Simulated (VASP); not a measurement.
# GeCl3 (Pm-3m) in VASP: a series of runs

The runs below take GeCl3 through single point, with PBE.

Everything below comes from runs of VASP 6.6.1. Logs are shortened: lines on timing, memory, paths and dates and some standing lists are left out, and cuts for length are marked.

**1. The cell of the first run**

The structure is cubic, space group Pm-3m (No. 221). Conventional cell: a = 4.906 Å, b = 4.906 Å, c = 4.906 Å, α = 90.00°, β = 90.00°, γ = 90.00°. Within 3.2 Å of Ge (site symmetry m-3m) lie 6 Cl at 2.45 Å. Cl (site symmetry 4/mmm) has 2 Ge at 2.45 Å within 3.2 Å.

The cell was generated, and may not be a known phase.

**2. Single point, PBE**

Contents of INCAR:

```
SYSTEM = GeCl3
PREC = Accurate
ENCUT = 520
EDIFF = 1E-6
ISMEAR = 0
SIGMA = 0.1
LREAL = .FALSE.
LASPH = .TRUE.
NELM = 80
ALGO = Fast
ISIF = 2
LWAVE = .FALSE.
LCHARG = .FALSE.
GGA = PE
NBANDS = 26
```

Contents of KPOINTS:

```
regular mesh
0
G
  4 4 4
  0 0 0
```

Contents of POSCAR:

```
GeCl3
1.0
    4.9063697900      0.0000000000      0.0000000000
    0.0000000000      4.9063697900      0.0000000000
    0.0000000000      0.0000000000      4.9063697900
Ge Cl
1 3
Direct
    0.5000000000      0.5000000000      0.5000000000
    0.0000000000      0.5000000000      0.5000000000
    0.5000000000      0.0000000000      0.5000000000
    0.5000000000      0.5000000000      0.0000000000
```

Potentials or basis: VASP PAW PBE potentials, release 64 (Ge_d, Cl).

Run with:

```
$ cat potpaw_PBE.64/Ge_d/POTCAR potpaw_PBE.64/Cl/POTCAR > POTCAR
$ mpirun -np 1 vasp_std > vasp.out
```

OUTCAR:

```text
SYSTEM = GeCl3
   PREC = Accurate
   ENCUT = 520
   EDIFF = 1E-6
   ISMEAR = 0
   LREAL = .FALSE.
   LASPH = .TRUE.
   NELM = 80
   ISIF = 2
   GGA = PE

 ion  position               nearest neighbor table
   1  0.500  0.500  0.500-   2 2.45   3 2.45   4 2.45   4 2.45   3 2.45   2 2.45
   2  0.000  0.500  0.500-   1 2.45   1 2.45
   3  0.500  0.000  0.500-   1 2.45   1 2.45
   4  0.500  0.500  0.000-   1 2.45   1 2.45

  LATTYP: Found a simple cubic cell.
 ALAT       =     4.9063697900

  Lattice vectors:

 A1 = (   4.9063697900,   0.0000000000,   0.0000000000)
 A2 = (   0.0000000000,   4.9063697900,   0.0000000000)
 A3 = (   0.0000000000,   0.0000000000,   4.9063697900)

Analysis of symmetry for initial positions (statically):
=====================================================================
 Subroutine PRICEL returns:
 Original cell was already a primitive cell.

 Routine SETGRP: Setting up the symmetry group for a
 simple cubic supercell.

 Subroutine GETGRP returns: Found 48 space group operations
 (whereof 48 operations were pure point group operations)
 out of a pool of 48 trial point group operations.

The static configuration has the point symmetry O_h .

Analysis of symmetry for dynamics (positions and initial velocities):
=====================================================================
 Subroutine PRICEL returns:
 Original cell was already a primitive cell.

 Routine SETGRP: Setting up the symmetry group for a
 simple cubic supercell.

 Subroutine GETGRP returns: Found 48 space group operations
 (whereof 48 operations were pure point group operations)
 out of a pool of 48 trial point group operations.

The dynamic configuration has the point symmetry O_h .

 Subroutine INISYM returns: Found 48 space group operations
 (whereof 48 operations are pure point group operations),
 and found     1 'primitive' translations

----------------------------------------------------------------------------------------

                                     Primitive cell

  volume of cell :     118.1084

  direct lattice vectors                    reciprocal lattice vectors
     4.906369790  0.000000000  0.000000000     0.203816680  0.000000000  0.000000000
     0.000000000  4.906369790  0.000000000     0.000000000  0.203816680  0.000000000
     0.000000000  0.000000000  4.906369790     0.000000000  0.000000000  0.203816680

  length of vectors
     4.906369790  4.906369790  4.906369790     0.203816680  0.203816680  0.203816680
[... 70 lines left out ...]
   EDIFF  = 0.1E-05   stopping-criterion for ELM
   LREAL  =      F    real-space projection
   EDIFFG = 0.1E-04   stopping-criterion for IOM
   NSW    =      0    number of steps for IOM
   IBRION =     -1    ionic relax: 0-MD 1-quasi-New 2-CG
   NFREE  =      0    steps in history (QN), initial steepest desc. (CG)
   ISIF   =      2    stress and relaxation
   ISYM   =      2    0-nonsym 1-usesym 2-fastsym
   POTIM  = 0.5000    time-step for ionic-motion
   TEBEG  =    0.0;   TEEND  =   0.0 temperature during run
   PSTRESS=    0.0 pullay stress
   NELECT =      35.0000    total number of electrons
   NUPDOWN=      -1.0000    fix difference up-down
   EMIN   =  10.00;   EMAX   =-10.00  energy-range for DOS
   EFERMI =   0.00;   METHOD = LEGACY
   ISMEAR =     0;   SIGMA  =   0.10  broadening in eV -4-tet -1-fermi 0-gaus
   EFERMI_NEDOS =   21; number of points for ismear=-14 and -15
   IALGO  =     68    algorithm
   IMIX   =      4    mixing-type and parameters
     AMIX     =   0.40;   BMIX     =  1.00
     AMIX_MAG =   1.60;   BMIX_MAG =  1.00
  volume/ion in A,a.u.               =      29.53       199.26
  Fermi-wavevector in a.u.,A,eV,Ry     =   1.091450  2.062542 16.208123  1.191263
  Thomas-Fermi vector in A             =   2.227696
   LORBIT       =      0    0 simple, 1 ext, 2 COOP (PROOUT), +10 PAW based schemes
   GGA     = PE    functional components
   LHFCALC =     F    Hartree Fock is set to
   AEXX    =    0.0000 exact exchange contribution
   IVDW    =     0    specifies the selected vdW correction
   LEPSILON=     F    determine dielectric tensor
   LRPA    =     F    only Hartree local field effects (RPA)
 non-spin polarized calculation
 RMM-DIIS sequential band-by-band and
 Gauss-broadening in eV      SIGMA  =   0.10
  energy-cutoff  :      520.00
  volume of cell :      118.11
 maximum number of plane-waves:      3197
   NGX = 19   NGY = 19   NGZ = 19

 number of electron      35.0000005 magnetization

 Free energy of the ion-electron system (eV)
  ---------------------------------------------------
  ext. energy  EPLUGINS =         0.00000000
  ---------------------------------------------------
  free energy    TOTEN  =       -12.42545056 eV

  energy without entropy =      -12.41882474  energy(sigma->0) =      -12.42213765

 E-fermi :   0.0019     XC(G=0):  -7.6254

 val. band max:       -0.3338978561   @ k =   0.5000   0.0000   0.0000
 cond. band min:       0.0702954180   @ k =   0.5000   0.2500   0.0000
 fundamental gap:      0.4041932742
 Fermi energy:         0.0018866508

 k-point     1 :       0.0000    0.0000    0.0000
  band No.  band energies     occupation
      1     -25.1106      2.00000
      2     -25.1106      2.00000
      3     -25.0697      2.00000
      4     -25.0697      2.00000
      5     -25.0697      2.00000
      6     -15.4925      2.00000
[... 279 lines left out ...]
     25      10.6953      0.00000
     26      11.6272      0.00000

------------------------ aborting loop because EDIFF is reached ----------------------------------------

  FORCE on cell =-STRESS in cart. coord.  units (eV):
  Direction    XX          YY          ZZ          XY          YZ          ZX
  --------------------------------------------------------------------------------------
  -------------------------------------------------------------------------------------
  Total       -0.0330111     -0.0330111     -0.0330111      0.0000000      0.0000000      0.0000000
  in kB       -0.4478059     -0.4478059     -0.4478059      0.0000000      0.0000000      0.0000000
  external PRESSURE =      -0.4478059 kB  Pullay stress =       0.0000000 kB

 VOLUME and BASIS-vectors are now :
 -----------------------------------------------------------------------------
  energy-cutoff  :      520.00
  volume of cell :      118.11
      direct lattice vectors                 reciprocal lattice vectors
     4.906369790  0.000000000  0.000000000     0.203816680  0.000000000  0.000000000
     0.000000000  4.906369790  0.000000000     0.000000000  0.203816680  0.000000000
     0.000000000  0.000000000  4.906369790     0.000000000  0.000000000  0.203816680

 POSITION                                       TOTAL-FORCE (eV/Angst)
 -----------------------------------------------------------------------------------
      2.45318      2.45318      2.45318         0.000000      0.000000      0.000000
      0.00000      2.45318      2.45318         0.000000      0.000000      0.000000
      2.45318      0.00000      2.45318         0.000000      0.000000      0.000000
      2.45318      2.45318      0.00000         0.000000      0.000000      0.000000
 -----------------------------------------------------------------------------------
    total drift:                                0.000000      0.000000      0.000000

  FREE ENERGIE OF THE ION-ELECTRON SYSTEM (eV)
  ---------------------------------------------------
  free  energy   TOTEN  =       -12.4254505615 eV

  energy  without entropy=      -12.4188247380  energy(sigma->0) =      -12.42213765
```

stdout:

```text
POSCAR found type information on POSCAR GeCl
 POSCAR found :  2 types and       4 ions
 scaLAPACK will be used
 LDA part: xc-table for (Slater+PW92), standard interpolation
 POSCAR, INCAR and KPOINTS ok, starting setup
 FFT: planning ... GRIDC
 FFT: planning ... GRID_SOFT
 FFT: planning ... GRID
 WAVECAR not read
 entering main loop
```

It took 37 s on 1 thread of Oxide Virtual Turin-like, shared host; peak memory 0.17 GiB.

What came out:

- Free energy: -12.4255 eV
- Pressure: 0.0 GPa
- Band gap on the k mesh: zero (an odd number of electrons rules out a gap without spin polarisation)

Levels at points of the mesh, in eV from the Fermi level:
```
           k point  band 14  band 15  band 16  band 17  band 18  band 19  band 20  band 21
(0.00, 0.00, 0.00)    -1.55    -1.55    -1.51    -1.51    -1.51     5.83     7.58     7.58
(0.50, 0.00, 0.00)    -1.97    -1.71    -1.52    -1.52    -0.34     3.59     7.63     7.63
(0.50, 0.50, 0.00)    -2.16    -1.94    -1.94    -0.80     1.25     3.01     3.01     6.98
(0.50, 0.50, 0.50)    -2.52    -0.79    -0.79    -0.79     2.33     2.33     2.33     2.79
```

Caveat: an odd number of electrons without spin polarisation forces a metal; a magnetic or distorted state may lie lower.

**3. Single point, PBE**

Contents of INCAR:

```
ALGO = Fast
EDIFF = 1E-7
ENCUT = 520
GGA = PE
ISIF = 2
ISMEAR = 0
LASPH = True
LCHARG = False
LREAL = False
LWAVE = False
NBANDS = 26
NELM = 100
PREC = Accurate
SIGMA = 0.1
```

Contents of KPOINTS:

```
k-points
0
Gamma
  4 4 4
```

POSCAR is that of step 2.

Potentials or basis: VASP PAW PBE potentials, release 64 (Ge_d, Cl).

Run with:

```
$ cat potpaw_PBE.64/Ge_d/POTCAR potpaw_PBE.64/Cl/POTCAR > POTCAR
$ mpirun -np 1 vasp_std > vasp.out
```

Wall time 49 s (1 thread of Oxide Virtual Turin-like, shared host); peak memory 0.17 GiB.

Results (log left out):

* Free energy: -12.4255 eV
* Pressure: 0.0 GPa
* Band gap on the k mesh: zero (an odd number of electrons rules out a gap without spin polarisation)

Levels at points of the mesh, in eV from the Fermi level:
| k point | band 13 | band 14 | band 15 | band 16 | band 17 | band 18 | band 19 | band 20 | band 21 | band 22 |
| --- | --- | --- | --- | --- | --- | --- | --- | --- | --- | --- |
| (0.00, 0.00, 0.00) | -1.55 | -1.55 | -1.55 | -1.51 | -1.51 | -1.51 | 5.83 | 7.58 | 7.58 | 7.58 |
| (0.50, 0.00, 0.00) | -1.97 | -1.97 | -1.71 | -1.52 | -1.52 | -0.34 | 3.59 | 7.63 | 7.63 | 7.85 |
| (0.50, 0.50, 0.00) | -2.16 | -2.16 | -1.94 | -1.94 | -0.80 | 1.25 | 3.01 | 3.01 | 6.98 | 8.36 |
| (0.50, 0.50, 0.50) | -2.52 | -2.52 | -0.79 | -0.79 | -0.79 | 2.33 | 2.33 | 2.33 | 2.79 | 6.82 |

Caveat: an odd number of electrons without spin polarisation forces a metal; a magnetic or distorted state may lie lower.

The gap in the log of VASP goes by the Fermi energy; the results here count the filled bands.